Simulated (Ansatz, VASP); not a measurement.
Two plane-wave programs on Pt

INCAR

```
SYSTEM = Pt
PREC     = Accurate       ! precision mode
ENCUT    = 520            ! plane-wave cutoff, eV
EDIFF    = 1E-7           ! SCF threshold, eV
ISMEAR   = -1             ! smearing method
SIGMA    = 0.1            ! smearing width, eV
LREAL    = .FALSE.        ! projectors in reciprocal space
LASPH    = .TRUE.         ! aspherical terms in the spheres
NELM     = 60             ! most SCF steps
ALGO     = Normal         ! electronic algorithm
ISIF     = 2              ! what is computed and relaxed
LWAVE    = .FALSE.        ! write WAVECAR
LCHARG   = .TRUE.         ! write CHGCAR
GGA      = CA             ! functional
LELF     = .TRUE.         ! ELF
LVHAR    = .TRUE.       
NBANDS   = 11             ! bands
```

The input KPOINTS:

```
Automatic mesh
0
G
  9 9 9
  0 0 0
```

POSCAR

```
Pt
1.0
    0.0000000000      1.9474302061      1.9474302061
    1.9474302061      0.0000000000      1.9474302061
    1.9474302061      1.9474302061      0.0000000000
Pt
1
Direct
    0.0000000000      0.0000000000      0.0000000000
```

Input for Ansatz:

```yaml
crystal:
  lattice:
    - [0.0, 1.9474302061, 1.9474302061]
    - [1.9474302061, 0.0, 1.9474302061]
    - [1.9474302061, 1.9474302061, 0.0]
  atoms:
    - { symbol: Pt, position: [0.0, 0.0, 0.0] }
hamiltonian:
  xc: lda
  pseudopotentials:
    kind: paw
    azcp:
      Pt: "pseudopotentials/Pt.paw.azcp"
basis:
  ecutwfc: 420
  fft_grid_basis: typed
kpoints:
  mp_grid: { grid: [9, 9, 9], shift: [0, 0, 0] }
magnetization:
  spin_polarized: false
scf:
  occupations: { method: fermi_dirac, width: 0.1 }
  lower_state_search: "off"
output:
  stress: true
```

Alike in both runs: task single point; functional LDA; k mesh 9 × 9 × 9; occupations fermi-dirac, width 0.1 eV; no spin polarisation.

```csv
,VASP,Ansatz
version,VASP 6.6.1,Ansatz 0.2.0
potentials or method,"VASP PAW LDA potentials, release 64 (Pt), cutoff 520 eV","plane waves (420 eV) with PAW, scalar-relativistic"
valence electrons in the cell,10,18
```

VASP gave:

* pressure (GPa): 0.5

Task: Which values does Ansatz return?

Result: Pressure (GPa): -0.2.

Ansatz warns that its potentials were made for another functional, while VASP's fit it. LDA's correlation is that of Perdew and Zunger in VASP and of Perdew and Wang (1992) in Ansatz. VASP's potentials hold 10 valence electrons a cell and Ansatz's 18, so a difference there can come from the potentials and not from the codes.

Neither program's run includes spin-orbit coupling.
